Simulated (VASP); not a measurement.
# SnO2 (P4_2/mnm) in VASP: notebook

SnO2 is run at these levels: PBE+D3(BJ); tasks: single point, relaxation of cell and atoms.

Program: VASP 6.6.1. These are calculated values, not measurements. Logs are shortened: lines on timing, memory, paths and dates and some standing lists are left out, and cuts for length are marked.

## 1. The cell of the first run

The structure is tetragonal, space group P4_2/mnm (No. 136). The conventional cell has a = 4.794 Å, b = 4.794 Å, c = 3.230 Å, α = 90.00°, β = 90.00°, γ = 90.00°. Within 2.7 Å of Sn (site symmetry mmm) lie 6 O at 2.08 Å. O (site symmetry m2m) has 3 Sn at 2.08 Å and 1 O at 2.63 Å within 2.7 Å.

## 2. Single point, PBE+D3(BJ)

Contents of INCAR:

```
PREC = Accurate ; ENCUT = 520
EDIFF = 1E-6 ; ISMEAR = 0
SIGMA = 0.02 ; LREAL = False
LASPH = True ; NELM = 100
ALGO = Normal ; ISIF = 2
LWAVE = False ; LCHARG = False
GGA = PE ; IVDW = 12
NBANDS = 35
```

Contents of KPOINTS:

```
Automatic mesh
0
Gamma
  6 6 8
```

Contents of POSCAR:

```
SnO2
1.0
    4.7940651472      0.0000000000      0.0000000000
    0.0000000000      4.7940651472      0.0000000000
    0.0000000000      0.0000000000      3.2295258598
Sn O
2 4
Direct
    0.5000000000      0.5000000000      0.5000000000
    0.0000000000      0.0000000000      0.0000000000
    0.1937856682      0.8062143318      0.5000000000
    0.8062143318      0.1937856682      0.5000000000
    0.3062143318      0.3062143318      0.0000000000
    0.6937856682      0.6937856682      0.0000000000
```

Potentials or basis: VASP PAW PBE potentials, release 64 (Sn_d, O).

Command:

```bash
> cat potpaw_PBE.64/Sn_d/POTCAR potpaw_PBE.64/O/POTCAR > POTCAR
> mpirun -np 1 vasp_std > vasp.out
```

OUTCAR:

```text
PREC = Accurate
   ENCUT = 520
   EDIFF = 1E-6
   ISMEAR = 0
   LREAL = False
   LASPH = True
   NELM = 100
   ISIF = 2
   GGA = PE
   IVDW = 12
 IVDW          = 12

 ion  position               nearest neighbor table
   1  0.500  0.500  0.500-   3 2.08   4 2.08   5 2.08   6 2.08   5 2.08   6 2.08   2 3.75   2 3.75
                             2 3.75   2 3.75   2 3.75   2 3.75   2 3.75   2 3.75
   2  0.000  0.000  0.000-   5 2.08   6 2.08   3 2.08   4 2.08   3 2.08   4 2.08   1 3.75   1 3.75
                             1 3.75   1 3.75   1 3.75   1 3.75   1 3.75   1 3.75
   3  0.194  0.806  0.500-   1 2.08   2 2.08   2 2.08
   4  0.806  0.194  0.500-   1 2.08   2 2.08   2 2.08
   5  0.306  0.306  0.000-   2 2.08   1 2.08   1 2.08
   6  0.694  0.694  0.000-   2 2.08   1 2.08   1 2.08

  LATTYP: Found a simple tetragonal cell.
 ALAT       =     4.7940651472
 C/A-ratio  =     0.6736508080

  Lattice vectors:

 A1 = (   4.7940651472,   0.0000000000,   0.0000000000)
 A2 = (   0.0000000000,   4.7940651472,   0.0000000000)
 A3 = (   0.0000000000,   0.0000000000,   3.2295258598)

Analysis of symmetry for initial positions (statically):
=====================================================================
 Subroutine PRICEL returns:
 Original cell was already a primitive cell.

 Routine SETGRP: Setting up the symmetry group for a
 simple tetragonal supercell.

 Subroutine GETGRP returns: Found 16 space group operations
 (whereof  8 operations were pure point group operations)
 out of a pool of 16 trial point group operations.

The static configuration has the point symmetry D_2h.
 The point group associated with its full space group is D_4h.

Analysis of symmetry for dynamics (positions and initial velocities):
=====================================================================
 Subroutine PRICEL returns:
 Original cell was already a primitive cell.

 Routine SETGRP: Setting up the symmetry group for a
 simple tetragonal supercell.

 Subroutine GETGRP returns: Found 16 space group operations
 (whereof  8 operations were pure point group operations)
 out of a pool of 16 trial point group operations.

The dynamic configuration has the point symmetry D_2h.
 The point group associated with its full space group is D_4h.

 Subroutine INISYM returns: Found 16 space group operations
 (whereof  8 operations are pure point group operations),
 and found     1 'primitive' translations

----------------------------------------------------------------------------------------

                                     Primitive cell

  volume of cell :      74.2244

  direct lattice vectors                    reciprocal lattice vectors
     4.794065147  0.000000000  0.000000000     0.208591241  0.000000000  0.000000000
     0.000000000  4.794065147  0.000000000     0.000000000  0.208591241  0.000000000
     0.000000000  0.000000000  3.229525860     0.000000000  0.000000000  0.309642977

  length of vectors
     4.794065147  4.794065147  3.229525860     0.208591241  0.208591241  0.309642977

  position of ions in fractional coordinates (direct lattice)
     0.500000000  0.500000000  0.500000000
     0.000000000  0.000000000  0.000000000
     0.193785668  0.806214332  0.500000000
     0.806214332  0.193785668  0.500000000
     0.306214332  0.306214332  0.000000000
     0.693785668  0.693785668  0.000000000

  ion indices of the primitive-cell ions
   primitive index   ion index
                 1           1
                 2           2
                 3           3
                 4           4
                 5           5
                 6           6

----------------------------------------------------------------------------------------

 KPOINTS: Automatic mesh

Automatic generation of k-mesh.
 Grid dimensions read from file:
 generate k-points for:    6    6    8

 Generating k-lattice:

  Cartesian coordinates                     Fractional coordinates (reciprocal lattice)
     0.034765207  0.000000000  0.000000000     0.166666667  0.000000000  0.000000000
     0.000000000  0.034765207  0.000000000     0.000000000  0.166666667  0.000000000
     0.000000000  0.000000000  0.038705372     0.000000000  0.000000000  0.125000000

  Length of vectors
     0.034765207  0.034765207  0.038705372

  Shift w.r.t. Gamma in fractional coordinates (k-lattice)
     0.000000000  0.000000000  0.000000000

 Subroutine IBZKPT returns following result:
 ===========================================

 Found     50 irreducible k-points:

 Following reciprocal coordinates:
            Coordinates               Weight
  0.000000  0.000000  0.000000      1.000000
  0.166667  0.000000  0.000000      4.000000
  0.333333  0.000000  0.000000      4.000000
  0.500000  0.000000  0.000000      2.000000
  0.166667  0.166667  0.000000      4.000000
  0.333333  0.166667  0.000000      8.000000
[... 16 lines left out ...]
  0.333333  0.000000  0.250000      8.000000
  0.500000  0.000000  0.250000      4.000000
 [... further k-points ...]
   k-points           NKPTS =     50   k-points in BZ     NKDIM =     50   number of bands    NBANDS=     35
   number of dos      NEDOS =    301   number of ions     NIONS =      6
   total plane-waves  NPLWV =  31104
   dimension x,y,z NGX =    36 NGY =   36 NGZ =   24
   dimension x,y,z NGXF=    72 NGYF=   72 NGZF=   48
   ions per type =               2   4
   NGX,Y,Z   is equivalent  to a cutoff of  12.48, 12.48, 12.35 a.u.
   NGXF,Y,Z  is equivalent  to a cutoff of  24.97, 24.97, 24.71 a.u.
 SYSTEM =  unknown system
   PREC   = accura    normal or accurate (medium, high low for compatibility)
   ISTART =      0    job   : 0-new  1-cont  2-samecut
   ICHARG =      2    charge: 1-file 2-atom 10-const
   ISPIN  =      1    spin polarized calculation?
   LNONCOLLINEAR =      F non collinear calculations
   LSORBIT =      F    spin-orbit coupling
   LASPH  =      T    aspherical Exc in radial PAW
   ENCUT  =  520.0 eV  38.22 Ry    6.18 a.u.   8.91  8.91  6.00*2*pi/ulx,y,z
   NELM   =    100;   NELMIN=  2; NELMDL= -5     # of ELM steps
   EDIFF  = 0.1E-05   stopping-criterion for ELM
   LREAL  =      F    real-space projection
   EDIFFG = 0.1E-04   stopping-criterion for IOM
   NSW    =      0    number of steps for IOM
   IBRION =     -1    ionic relax: 0-MD 1-quasi-New 2-CG
   NFREE  =      0    steps in history (QN), initial steepest desc. (CG)
   ISIF   =      2    stress and relaxation
   ISYM   =      2    0-nonsym 1-usesym 2-fastsym
   POTIM  = 0.5000    time-step for ionic-motion
   TEBEG  =    0.0;   TEEND  =   0.0 temperature during run
   PSTRESS=    0.0 pullay stress
   NELECT =      52.0000    total number of electrons
   NUPDOWN=      -1.0000    fix difference up-down
   EMIN   =  10.00;   EMAX   =-10.00  energy-range for DOS
   EFERMI =   0.00;   METHOD = LEGACY
   ISMEAR =     0;   SIGMA  =   0.02  broadening in eV -4-tet -1-fermi 0-gaus
   EFERMI_NEDOS =   21; number of points for ismear=-14 and -15
   IALGO  =     38    algorithm
   IMIX   =      4    mixing-type and parameters
     AMIX     =   0.40;   BMIX     =  1.00
     AMIX_MAG =   1.60;   BMIX_MAG =  1.00
  volume/ion in A,a.u.               =      12.37        83.48
  Fermi-wavevector in a.u.,A,eV,Ry     =   1.453987  2.747636 28.763764  2.114077
  Thomas-Fermi vector in A             =   2.571190
   LORBIT       =      0    0 simple, 1 ext, 2 COOP (PROOUT), +10 PAW based schemes
   GGA     = PE    functional components
   LHFCALC =     F    Hartree Fock is set to
   AEXX    =    0.0000 exact exchange contribution
   IVDW    =    12    specifies the selected vdW correction
   LEPSILON=     F    determine dielectric tensor
   LRPA    =     F    only Hartree local field effects (RPA)
 non-spin polarized calculation
 Gauss-broadening in eV      SIGMA  =   0.02
  energy-cutoff  :      520.00
  volume of cell :       74.22
 maximum number of plane-waves:      2032
 NGX is ok and might be reduce to    36
   NGX = 17   NGY = 17   NGZ = 13

 number of electron      52.0000009 magnetization

 Free energy of the ion-electron system (eV)
  ---------------------------------------------------
  ext. energy  EPLUGINS =         0.00000000
  ---------------------------------------------------
  free energy    TOTEN  =       -37.29407353 eV

  energy without entropy =      -37.29407353  energy(sigma->0) =      -37.29407353

 E-fermi :   5.9146     XC(G=0): -11.0650

 val. band max:        5.7207541935   @ k =   0.0000   0.0000   0.0000
 cond. band min:       6.5471809074   @ k =   0.0000   0.0000   0.0000
 fundamental gap:      0.8264267139
 Fermi energy:         5.9146244610

 k-point     1 :       0.0000    0.0000    0.0000
  band No.  band energies     occupation
      1     -15.3349      2.00000
      2     -14.6239      2.00000
      3     -14.4222      2.00000
      4     -14.3949      2.00000
      5     -14.3949      2.00000
      6     -14.3321      2.00000
[... 27 lines left out ...]
     34      17.4392      0.00000
     35      18.0761      0.00000

 k-point     2 :       0.1667    0.0000    0.0000
  band No.  band energies     occupation
      1     -15.2956      2.00000
      2     -14.6690      2.00000
      3     -14.4217      2.00000
      4     -14.3934      2.00000
      5     -14.3933      2.00000
      6     -14.3628      2.00000
[... 27 lines left out ...]
     34      17.5055      0.00000
     35      18.1025      0.00000

 k-point     3 :       0.3333    0.0000    0.0000
  band No.  band energies     occupation
      1     -15.1815      2.00000
      2     -14.8136      2.00000
      3     -14.4199      2.00000
      4     -14.4008      2.00000
      5     -14.3900      2.00000
      6     -14.3899      2.00000
[... 27 lines left out ...]
     34      17.7878      0.00000
     35      18.0704      0.00000
[... 723 lines left out ...]
 k-point    23 :       0.3333    0.0000    0.2500
  band No.  band energies     occupation
      1     -15.0842      2.00000
      2     -14.9522      2.00000
      3     -14.6499      2.00000
      4     -14.4556      2.00000
      5     -14.3249      2.00000
      6     -14.3188      2.00000
[... 27 lines left out ...]
     34      17.7187      0.00000
     35      18.0416      0.00000

 k-point    24 :       0.5000    0.0000    0.2500
  band No.  band energies     occupation
      1     -15.0375      2.00000
      2     -15.0375      2.00000
      3     -14.5387      2.00000
      4     -14.5387      2.00000
      5     -14.3205      2.00000
      6     -14.3205      2.00000
[... 27 lines left out ...]
     34      17.8684      0.00000
     35      18.0902      0.00000

 [... further k-points ...]

------------------------ aborting loop because EDIFF is reached ----------------------------------------

 Edisp (eV)   -1.28941

 E8    (eV) :    -0.5184

  FORCE on cell =-STRESS in cart. coord.  units (eV):
  Direction    XX          YY          ZZ          XY          YZ          ZX
  --------------------------------------------------------------------------------------
  -------------------------------------------------------------------------------------
  Total       0.24760     0.24760     0.40120     0.00000     0.00000     0.00000
  in kB       5.34467     5.34467     8.66023     0.00000     0.00000     0.00000
  external pressure =        6.45 kB  Pullay stress =        0.00 kB

 VOLUME and BASIS-vectors are now :
 -----------------------------------------------------------------------------
  energy-cutoff  :      520.00
  volume of cell :       74.22
      direct lattice vectors                 reciprocal lattice vectors
     4.794065147  0.000000000  0.000000000     0.208591241  0.000000000  0.000000000
     0.000000000  4.794065147  0.000000000     0.000000000  0.208591241  0.000000000
     0.000000000  0.000000000  3.229525860     0.000000000  0.000000000  0.309642977

 POSITION                                       TOTAL-FORCE (eV/Angst)
 -----------------------------------------------------------------------------------
      2.39703      2.39703      1.61476        -0.000000      0.000000      0.000000
      0.00000      0.00000      0.00000        -0.000000      0.000000      0.000000
      0.92902      3.86504      1.61476         0.011254     -0.011254     -0.000000
      3.86504      0.92902      1.61476        -0.011254      0.011254      0.000000
      1.46801      1.46801      0.00000        -0.011254     -0.011254     -0.000000
      3.32605      3.32605      0.00000         0.011254      0.011254      0.000000
 -----------------------------------------------------------------------------------
    total drift:                               -0.000000      0.000000     -0.000000

  FREE ENERGIE OF THE ION-ELECTRON SYSTEM (eV)
  ---------------------------------------------------
  free  energy   TOTEN  =       -38.5834878327 eV

  energy  without entropy=      -38.5834878327  energy(sigma->0) =      -38.58348783
```

It took 73 s on 1 thread of Intel Xeon Platinum 8259CL at 2.50GHz (Skylake/Cascade Lake), shared host; peak memory 0.24 GiB.

Results:

- Free energy: -38.5835 eV
- Pressure: 0.6 GPa
- Largest force: 0.016 eV/Å
- Band gap on the k mesh: 0.83 eV, direct
- Dispersion energy per atom: -0.215 eV

Forces on the atoms (eV/Å):
```
Sn   0.000  0.000  0.000
Sn   0.000  0.000  0.000
O    0.011 -0.011  0.000
O   -0.011  0.011  0.000
O   -0.011 -0.011  0.000
O    0.011  0.011  0.000
```

Stress tensor (GPa, compression positive):
```
0.53 0.00 0.00
0.00 0.53 0.00
0.00 0.00 0.87
```

Caveat: spin-orbit coupling is left out, which moves the levels of the heavy elements.

## 3. Relaxation of cell and atoms, PBE+D3(BJ)

This run uses another cell than the first one, of 12.57 Å³/atom, 1.016 times its volume.

Contents of INCAR:

```
ALGO = Normal ; EDIFF = 1E-7
EDIFFG = -0.02 ; ENCUT = 600
GGA = PE ; IBRION = 2
ISIF = 3 ; ISMEAR = 0
IVDW = 12 ; LASPH = T
LCHARG = F ; LREAL = F
LWAVE = F ; NELM = 100
NSW = 70 ; PREC = Accurate
SIGMA = 0.02
```

Contents of KPOINTS:

```
k-points
0
Gamma
  6 6 8
```

Contents of POSCAR:

```
SnO2
1.0
    4.8234121532      0.0000000000      0.0000000000
    0.0000000000      4.8234121532      0.0000000000
    0.0000000000      0.0000000000      3.2406036790
Sn O
2 4
Direct
    0.5000000000      0.5000000000      0.5000000000
    0.0000000000      0.0000000000      0.0000000000
    0.1936276829      0.8063723171      0.5000000000
    0.8063723171      0.1936276829      0.5000000000
    0.3063723171      0.3063723171      0.0000000000
    0.6936276829      0.6936276829      0.0000000000
```

Potentials or basis: VASP PAW PBE potentials, release 64 (Sn_d, O).

Command:

```bash
> cat potpaw_PBE.64/Sn_d/POTCAR potpaw_PBE.64/O/POTCAR > POTCAR
> mpirun -np 1 vasp_std > vasp.out
```

Wall time 5.2 min (1 thread of Intel Xeon Platinum 8259CL at 2.50GHz (Skylake/Cascade Lake), shared host); peak memory 0.29 GiB.

It converged, with:

```yaml
Free_energy: -38.5959 eV
Relaxed_volume: 12.40 Å³/atom
Relaxed_cell: a = 4.798 Å, b = 4.798 Å, c = 3.232 Å, α = 90.00°, β = 90.00°, γ = 90.00°
Space_group_after_relaxing_to_0.05_Å: P4_2/mnm (No. 136)
Energy_gained_by_relaxing: 1.2 meV/atom
Ionic_steps: 4
Pressure_after_relaxing: 0.0 GPa
Band_gap_on_the_k_mesh: 0.80 eV, direct
Dispersion_energy_per_atom: -0.214 eV
```

Stress tensor (GPa, compression positive):
```
-0.06  0.00  0.00
 0.00 -0.06  0.00
 0.00  0.00  0.15
```

The path:
| step | energy change (eV) | largest force (eV/Å) | pressure (GPa) | volume (Å³) |
| --- | --- | --- | --- | --- |
| 1 | 0.0000 | 0.0076 | -2.30 | 75.39 |
| 2 | 0.0013 | 0.0920 | 2.66 | 73.44 |
| 3 | -0.0069 | 0.0392 | 0.00 | 74.45 |
| 4 | -0.0074 | 0.0007 | 0.01 | 74.39 |

Final structure:
```xyz
6
Lattice="4.7979 0.0000 0.0000 0.0000 4.7979 0.0000 0.0000 0.0000 3.2316" Properties=species:S:1:pos:R:3 pbc="T T T"
Sn    2.3989    2.3989    1.6158
Sn    0.0000    0.0000    0.0000
O     0.9301    3.8678    1.6158
O     3.8678    0.9301    1.6158
O     1.4689    1.4689    3.2316
O     3.3290    3.3290    0.0000
```

Levels at points of the mesh, in eV from the valence-band top:
```tsv
k point	band 23	band 24	band 25	band 26	band 27	band 28	band 29	band 30
(0.00, 0.00, 0.00)	-1.26	-0.75	-0.75	0.00	0.80	5.80	6.11	6.11
(0.50, 0.00, 0.00)	-1.21	-1.21	-0.61	-0.61	4.02	4.02	6.86	6.86
(0.50, 0.50, 0.00)	-1.34	-1.34	-0.86	-0.86	4.42	4.42	7.24	7.24
(0.00, 0.00, 0.50)	-1.57	-1.57	-1.20	-1.20	5.73	5.73	9.47	9.47
(0.50, 0.00, 0.50)	-1.04	-1.04	-0.73	-0.73	6.00	6.00	7.74	7.74
(0.50, 0.50, 0.50)	-0.92	-0.92	-0.79	-0.79	4.47	4.47	8.71	8.71
```

Caveat: spin-orbit coupling is left out, which moves the levels of the heavy elements.
